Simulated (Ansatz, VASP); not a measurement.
## Si2Mo: VASP beside Ansatz

```
CELL_PARAMETERS angstrom
4.58547 0.00000 0.00000
-2.29274 3.97113 0.00000
0.00000 0.00000 6.57976
ATOMIC_POSITIONS crystal
Si 0.16387 0.83613 0.83333
Si 0.32775 0.16387 0.16667
Si 0.83613 0.67225 0.50000
Si 0.83613 0.16387 0.83333
Si 0.67225 0.83613 0.16667
Si 0.16387 0.32775 0.50000
Mo 0.50000 0.00000 0.50000
Mo 0.00000 0.50000 0.16667
Mo 0.50000 0.50000 0.83333
```

Alike in both runs: task single point; functional LDA; k mesh 6 × 6 × 4; occupations gaussian, width 0.1 eV; no spin polarisation.

|  | VASP | Ansatz |
| --- | --- | --- |
| version | VASP 6.6.1 | Ansatz 0.2.0 |
| potentials or method | VASP PAW LDA potentials, release 64 (Si, Mo_sv), cutoff 520 eV | scalar-relativistic, plane waves, PAW |
| valence electrons in the cell | 66 | 66 |

```csv
,VASP,Ansatz,Ansatz less VASP
gap on the k mesh at the Fermi level (eV),0.02,0.03,+0.006
least direct gap on the mesh (eV),0.50,0.50,+0.002
pressure (GPa),-4.3,-4.9,-0.57
"traceless stress, the component that is largest in VASP (GPa)",-0.26,-0.27,-0.015
rms of the force components (eV/Å),0.023,0.025,+0.0027
```

Ansatz warns that its potentials were made for another functional, while VASP's fit it. LDA's correlation is that of Perdew and Zunger in VASP and of Perdew and Wang (1992) in Ansatz. Atom by atom the forces differ by 0.003 eV/Å (rms over components).
